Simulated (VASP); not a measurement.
Set up this calculation in VASP 6.6.1, as the native input.

```
Task                   : relaxation of cell and atoms
Functional             : PBE
Potentials or basis    : VASP PAW PBE potentials, release 64 (Ta_pv, Si)
Cutoff                 : 600 eV
k mesh                 : 8 × 8 × 5
Occupations            : fermi-dirac, width 0.1 eV
Spin                   : no spin polarisation
Dipole correction      : no
Further INCAR settings : ALGO = Normal; EDIFF = 1e-06; IBRION = 2; EDIFFG = -0.01; NSW = 80; ISIF = 3
```

The structure of TaSi2 lies in POSCAR:

```
TaSi2
1.0
    4.7800000000      0.0000000000      0.0000000000
   -2.3900000000      4.1396014300      0.0000000000
    0.0000000000      0.0000000000      6.5640000000
Ta Si
3 6
Direct
    0.5000000000      0.0000000000      0.5000000000
    0.5000000000      0.5000000000      0.8333333300
    0.0000000000      0.5000000000      0.1666666700
    0.1666500000      0.3333000000      0.5000000000
    0.8333500000      0.1666500000      0.8333333300
    0.6667000000      0.8333500000      0.1666666700
    0.8333500000      0.6667000000      0.5000000000
    0.1666500000      0.8333500000      0.8333333300
    0.3333000000      0.1666500000      0.1666666700
```

The input as run:

INCAR

```
  PREC = Accurate
  ENCUT = 600
  EDIFF = 1E-6
  ISMEAR = -1
  SIGMA = 0.1
  LREAL = F
  LASPH = T
  NELM = 60
  ALGO = Normal
  ISIF = 3
  LWAVE = F
  LCHARG = F
  GGA = PE
  IBRION = 2
  NSW = 80
  EDIFFG = -0.01
```

KPOINTS

```
Automatic mesh
0
Gamma
  8 8 5
```

Potentials or basis: VASP PAW PBE potentials, release 64 (Ta_pv, Si).

Launch:

```console
$ cat potpaw_PBE.64/Ta_pv/POTCAR potpaw_PBE.64/Si/POTCAR > POTCAR
$ mpirun -np 1 vasp_std > vasp.out
```

Results of the run:

The relaxed volume is 14.67 Å³/atom, the relaxed cell is a = 4.807 Å, b = 4.807 Å, c = 6.599 Å, α = 90.00°, β = 90.00°, γ = 120.00° and the space group after relaxing (to 0.1 Å) is P6_222 (No. 180). The energy gained by relaxing is 19.2 meV/atom and the ionic steps are 7. The pressure after relaxing is 0.0 GPa and the band gap on the k mesh is zero (an odd number of electrons rules out a gap without spin polarisation).

Caveat: spin-orbit coupling is left out, which moves the levels of the heavy elements.

Run time: 16 min on 1 thread of Oxide Virtual Turin-like Processor (shared host), peak memory 0.34 GiB.
